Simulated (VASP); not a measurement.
# Si2Mo (e600) (I4/mmm) in VASP: single point with PBEsol

Aim: the single point of Si2Mo (e600) with PBEsol.

All numbers are computed with VASP 6.6.1; they aren't measurements. Logs are shortened: lines on timing, memory, paths and dates and some standing lists are left out, and cuts for length are marked.

### Step 1. The cell of the first run

It takes space group I4/mmm (No. 139, tetragonal). The conventional cell has a = 3.190 Å, b = 3.190 Å, c = 7.821 Å, α = 90.00°, β = 90.00°, γ = 90.00°. Within 3.4 Å of Si (site symmetry 4mm) lie 9 Si at 2.58 to 3.19 Å and 5 Mo at 2.60 to 2.62 Å. Mo (site symmetry 4/mmm) has 10 Si at 2.60 to 2.62 Å and 4 Mo at 3.19 Å within 3.4 Å.

### Step 2. Single point, PBEsol

INCAR

```
SYSTEM = Si2Mo
  PREC = Accurate
  ENCUT = 520
  EDIFF = 1E-7
  ISMEAR = 0
  SIGMA = 0.1
  LREAL = .FALSE.
  LASPH = .TRUE.
  NELM = 100
  ALGO = Normal
  ISIF = 2
  LWAVE = .FALSE.
  LCHARG = .FALSE.
  GGA = PS
  NBANDS = 18
```

KPOINTS

```
regular mesh
0
G
  18 18 18
  0 0 0
```

POSCAR

```
Si2Mo
1.0
   -1.5951907422      1.5951907422      3.9106688840
    1.5951907422     -1.5951907422      3.9106688840
    1.5951907422      1.5951907422     -3.9106688840
Si Mo
2 1
Direct
    0.6649355265      0.6649355265      0.0000000000
    0.3350644735      0.3350644735      0.0000000000
    0.0000000000      0.0000000000      0.0000000000
```

Potentials or basis: VASP PAW PBE potentials, release 64 (Si, Mo_sv).

Run with:

```
$ cat potpaw_PBE.64/Si/POTCAR potpaw_PBE.64/Mo_sv/POTCAR > POTCAR
$ mpirun -np 1 vasp_std > vasp.out
```

OUTCAR:

```text
SYSTEM = Si2Mo
   PREC = Accurate
   ENCUT = 520
   EDIFF = 1E-7
   ISMEAR = 0
   LREAL = .FALSE.
   LASPH = .TRUE.
   NELM = 100
   ISIF = 2
   GGA = PS

 ion  position               nearest neighbor table
   1  0.665  0.665  0.000-   2 2.58   3 2.60   3 2.60   3 2.60   3 2.60   2 2.62   2 2.62   2 2.62
                             2 2.62   3 2.62
   2  0.335  0.335  0.000-   1 2.58   3 2.60   3 2.60   3 2.60   3 2.60   1 2.62   1 2.62   1 2.62
                             1 2.62   3 2.62
   3  0.000  0.000  0.000-   1 2.60   2 2.60   1 2.60   2 2.60   1 2.60   2 2.60   2 2.60   1 2.60
                             1 2.62   2 2.62

  LATTYP: Found a body centered tetragonal cell.
 ALAT       =     3.1903814844
 C/A-ratio  =     2.4515368479

  Lattice vectors:

 A1 = (  -1.5951907422,   1.5951907422,   3.9106688840)
 A2 = (   1.5951907422,  -1.5951907422,   3.9106688840)
 A3 = (   1.5951907422,   1.5951907422,  -3.9106688840)

Analysis of symmetry for initial positions (statically):
=====================================================================
 Subroutine PRICEL returns:
 Original cell was already a primitive cell.

 Routine SETGRP: Setting up the symmetry group for a
 body centered tetragonal supercell.

 Subroutine GETGRP returns: Found 16 space group operations
 (whereof 16 operations were pure point group operations)
 out of a pool of 16 trial point group operations.

The static configuration has the point symmetry D_4h.

Analysis of symmetry for dynamics (positions and initial velocities):
=====================================================================
 Subroutine PRICEL returns:
 Original cell was already a primitive cell.

 Routine SETGRP: Setting up the symmetry group for a
 body centered tetragonal supercell.

 Subroutine GETGRP returns: Found 16 space group operations
 (whereof 16 operations were pure point group operations)
 out of a pool of 16 trial point group operations.

The dynamic configuration has the point symmetry D_4h.

 Subroutine INISYM returns: Found 16 space group operations
 (whereof 16 operations are pure point group operations),
 and found     1 'primitive' translations

----------------------------------------------------------------------------------------

                                     Primitive cell

  volume of cell :      39.8049

  direct lattice vectors                    reciprocal lattice vectors
    -1.595190742  1.595190742  3.910668884     0.000000000  0.313442140  0.127855366
     1.595190742 -1.595190742  3.910668884     0.313442140  0.000000000  0.127855366
     1.595190742  1.595190742 -3.910668884     0.313442140  0.313442140  0.000000000

  length of vectors
     4.514709086  4.514709086  4.514709086     0.338515834  0.338515834  0.443274125

  position of ions in fractional coordinates (direct lattice)
     0.664935527  0.664935527  0.000000000
     0.335064473  0.335064473  0.000000000
     0.000000000  0.000000000  0.000000000

  ion indices of the primitive-cell ions
   primitive index   ion index
                 1           1
                 2           2
                 3           3

----------------------------------------------------------------------------------------

 KPOINTS: regular mesh

Automatic generation of k-mesh.
 Grid dimensions read from file:
 generate k-points for:   18   18   18

 Generating k-lattice:

  Cartesian coordinates                     Fractional coordinates (reciprocal lattice)
     0.000000000  0.017413452  0.007103076     0.055555556 -0.000000000  0.000000000
     0.017413452  0.000000000  0.007103076    -0.000000000  0.055555556  0.000000000
     0.017413452  0.017413452  0.000000000     0.000000000  0.000000000  0.055555556

  Length of vectors
     0.018806435  0.018806435  0.024626340

  Shift w.r.t. Gamma in fractional coordinates (k-lattice)
     0.000000000  0.000000000  0.000000000

 Subroutine IBZKPT returns following result:
 ===========================================

 Found    480 irreducible k-points:

 Following reciprocal coordinates:
            Coordinates               Weight
  0.000000  0.000000  0.000000      1.000000
  0.055556  0.000000  0.000000      8.000000
  0.111111  0.000000  0.000000      8.000000
  0.166667 -0.000000  0.000000      8.000000
  0.222222  0.000000 -0.000000      8.000000
  0.277778  0.000000  0.000000      8.000000
[... 16 lines left out ...]
 -0.277778  0.055556  0.000000     16.000000
 -0.222222  0.055556  0.000000     16.000000
 [... further k-points ...]
   k-points           NKPTS =    480   k-points in BZ     NKDIM =    480   number of bands    NBANDS=     18
   number of dos      NEDOS =    301   number of ions     NIONS =      3
   total plane-waves  NPLWV =  46656
   dimension x,y,z NGX =    36 NGY =   36 NGZ =   36
   dimension x,y,z NGXF=    72 NGYF=   72 NGZF=   72
   ions per type =               2   1
   NGX,Y,Z   is equivalent  to a cutoff of  13.26, 13.26, 13.26 a.u.
   NGXF,Y,Z  is equivalent  to a cutoff of  26.51, 26.51, 26.51 a.u.
 SYSTEM =  Si2Mo
   PREC   = accura    normal or accurate (medium, high low for compatibility)
   ISTART =      0    job   : 0-new  1-cont  2-samecut
   ICHARG =      2    charge: 1-file 2-atom 10-const
   ISPIN  =      1    spin polarized calculation?
   LNONCOLLINEAR =      F non collinear calculations
   LSORBIT =      F    spin-orbit coupling
   LASPH  =      T    aspherical Exc in radial PAW
   ENCUT  =  520.0 eV  38.22 Ry    6.18 a.u.   8.39  8.39  8.39*2*pi/ulx,y,z
   NELM   =    100;   NELMIN=  2; NELMDL= -5     # of ELM steps
   EDIFF  = 0.1E-06   stopping-criterion for ELM
   LREAL  =      F    real-space projection
   EDIFFG = 0.1E-05   stopping-criterion for IOM
   NSW    =      0    number of steps for IOM
   IBRION =     -1    ionic relax: 0-MD 1-quasi-New 2-CG
   NFREE  =      0    steps in history (QN), initial steepest desc. (CG)
   ISIF   =      2    stress and relaxation
   ISYM   =      2    0-nonsym 1-usesym 2-fastsym
   POTIM  = 0.5000    time-step for ionic-motion
   TEBEG  =    0.0;   TEEND  =   0.0 temperature during run
   PSTRESS=    0.0 pullay stress
   NELECT =      22.0000    total number of electrons
   NUPDOWN=      -1.0000    fix difference up-down
   EMIN   =  10.00;   EMAX   =-10.00  energy-range for DOS
   EFERMI =   0.00;   METHOD = LEGACY
   ISMEAR =     0;   SIGMA  =   0.10  broadening in eV -4-tet -1-fermi 0-gaus
   EFERMI_NEDOS =   21; number of points for ismear=-14 and -15
   IALGO  =     38    algorithm
   IMIX   =      4    mixing-type and parameters
     AMIX     =   0.40;   BMIX     =  1.00
     AMIX_MAG =   1.60;   BMIX_MAG =  1.00
  volume/ion in A,a.u.               =      13.27        89.54
  Fermi-wavevector in a.u.,A,eV,Ry     =   1.343498  2.538843 24.558331  1.804986
  Thomas-Fermi vector in A             =   2.471567
   LORBIT       =      0    0 simple, 1 ext, 2 COOP (PROOUT), +10 PAW based schemes
   GGA     = PS    functional components
   LHFCALC =     F    Hartree Fock is set to
   AEXX    =    0.0000 exact exchange contribution
   IVDW    =     0    specifies the selected vdW correction
   LEPSILON=     F    determine dielectric tensor
   LRPA    =     F    only Hartree local field effects (RPA)
 non-spin polarized calculation
 Gauss-broadening in eV      SIGMA  =   0.10
  energy-cutoff  :      520.00
  volume of cell :       39.80
 maximum number of plane-waves:      1104
 NGX is ok and might be reduce to    36
   NGX = 17   NGY = 17   NGZ = 17

 number of electron      22.0000000 magnetization

 Free energy of the ion-electron system (eV)
  ---------------------------------------------------
  ext. energy  EPLUGINS =         0.00000000
  ---------------------------------------------------
  free energy    TOTEN  =       -25.08000350 eV

  energy without entropy =      -25.07881990  energy(sigma->0) =      -25.07941170

 E-fermi :  12.3356     XC(G=0): -12.5617

 val. band max:       12.3352982082   @ k =  -0.3333  -0.3333   0.2778
 cond. band min:      12.3398746913   @ k =  -0.0556   0.0556   0.0000
 fundamental gap:      0.0045764831
 Fermi energy:        12.3356359199

 k-point     1 :       0.0000    0.0000    0.0000
  band No.  band energies     occupation
      1     -48.2720      2.00000
      2     -22.4622      2.00000
      3     -22.3786      2.00000
      4     -22.3786      2.00000
      5      -1.1635      2.00000
      6       5.8663      2.00000
[... 10 lines left out ...]
     17      17.5357      0.00000
     18      17.5357      0.00000

 k-point     2 :       0.0556    0.0000    0.0000
  band No.  band energies     occupation
      1     -48.2714      2.00000
      2     -22.4616      2.00000
      3     -22.3869      2.00000
      4     -22.3778      2.00000
      5      -1.1065      2.00000
      6       5.8724      2.00000
[... 10 lines left out ...]
     17      17.5702      0.00000
     18      17.9027      0.00000

 k-point     3 :       0.1111    0.0000    0.0000
  band No.  band energies     occupation
      1     -48.2697      2.00000
      2     -22.4598      2.00000
      3     -22.4108      2.00000
      4     -22.3756      2.00000
      5      -0.9369      2.00000
      6       5.8798      2.00000
[... 10 lines left out ...]
     17      17.7524      0.00000
     18      18.7056      0.00000

 k-point     4 :       0.1667   -0.0000    0.0000
  band No.  band energies     occupation
      1     -48.2670      2.00000
      2     -22.4573      2.00000
      3     -22.4469      2.00000
      4     -22.3722      2.00000
      5      -0.6587      2.00000
      6       5.8487      2.00000
[... 375 lines left out ...]
      4     -22.3672      2.00000
      5       0.7168      2.00000
      6       4.9386      2.00000
[... 10 lines left out ...]
     17      19.5283      0.00000
     18      20.8727      0.00000

 k-point    23 :      -0.2778    0.0556    0.0000
  band No.  band energies     occupation
      1     -48.2599      2.00000
      2     -22.5373      2.00000
      3     -22.4481      2.00000
      4     -22.3715      2.00000
      5       0.1724      2.00000
      6       5.5357      2.00000
[... 10 lines left out ...]
     17      19.3066      0.00000
     18      20.6633      0.00000

 k-point    24 :      -0.2222    0.0556    0.0000
  band No.  band energies     occupation
      1     -48.2633      2.00000
      2     -22.4906      2.00000
      3     -22.4518      2.00000
      4     -22.3760      2.00000
      5      -0.2873      2.00000
      6       5.9522      2.00000
[... 10 lines left out ...]
     17      18.6526      0.00000
     18      20.8180      0.00000

 [... further k-points ...]
[... 5 lines left out ...]
  --------------------------------------------------------------------------------------
  -------------------------------------------------------------------------------------
  Total        0.0842386      0.0842386      0.0824702      0.0000000      0.0000000     -0.0000000
  in kB        3.3906700      3.3906700      3.3194892      0.0000000      0.0000000     -0.0000000
  external PRESSURE =       3.3669431 kB  Pullay stress =       0.0000000 kB

 VOLUME and BASIS-vectors are now :
 -----------------------------------------------------------------------------
  energy-cutoff  :      520.00
  volume of cell :       39.80
      direct lattice vectors                 reciprocal lattice vectors
    -1.595190742  1.595190742  3.910668884     0.000000000  0.313442140  0.127855366
     1.595190742 -1.595190742  3.910668884     0.313442140  0.000000000  0.127855366
     1.595190742  1.595190742 -3.910668884     0.313442140  0.313442140  0.000000000

 POSITION                                       TOTAL-FORCE (eV/Angst)
 -----------------------------------------------------------------------------------
      0.00000      0.00000      5.20069         0.000000      0.000000      0.004455
      0.00000      0.00000      2.62065        -0.000000     -0.000000     -0.004455
      0.00000      0.00000      0.00000        -0.000000     -0.000000      0.000000
 -----------------------------------------------------------------------------------
    total drift:                               -0.000000      0.000000     -0.000000

  FREE ENERGIE OF THE ION-ELECTRON SYSTEM (eV)
  ---------------------------------------------------
  free  energy   TOTEN  =       -25.0800035007 eV

  energy  without entropy=      -25.0788199013  energy(sigma->0) =      -25.07941170
```

Run time: 4.1 min. Hardware: 1 thread of Intel Xeon Platinum 8488C (Sapphire Rapids), shared host; peak memory 0.45 GiB.

Results:

```
Free energy            : -25.0800 eV
Pressure               : 0.3 GPa
Largest force          : 0.004 eV/Å
Band gap on the k mesh : zero (band 11 reaches 12.82 eV, above the bottom of band 12 at 11.87 eV)
```

Forces on the atoms (eV/Å):
```
Si   0.000  0.000  0.004
Si   0.000  0.000 -0.004
Mo   0.000  0.000  0.000
```

Levels at points of the mesh, in eV from the Fermi level:
| k point | band 7 | band 8 | band 9 | band 10 | band 11 | band 12 | band 13 | band 14 | band 15 | band 16 |
| --- | --- | --- | --- | --- | --- | --- | --- | --- | --- | --- |
| (0.00, 0.00, 0.00) | -3.39 | -3.14 | -2.64 | -2.64 | 0.38 | 3.13 | 3.23 | 3.56 | 3.56 | 4.14 |
| (0.50, 0.00, 0.00) | -5.02 | -4.52 | -2.62 | -2.61 | -0.52 | 2.29 | 3.13 | 4.15 | 4.22 | 5.51 |
| (0.50, 0.50, 0.00) | -5.69 | -5.17 | -4.48 | -3.11 | -1.22 | 2.34 | 2.77 | 3.19 | 3.37 | 4.76 |
| (0.50, 0.50, 0.50) | -3.62 | -2.24 | -0.59 | -0.59 | -0.46 | -0.46 | 0.52 | 4.77 | 5.25 | 6.02 |

Caveat: the PAW data sets were made with another functional, which shifts forces and pressure a little.
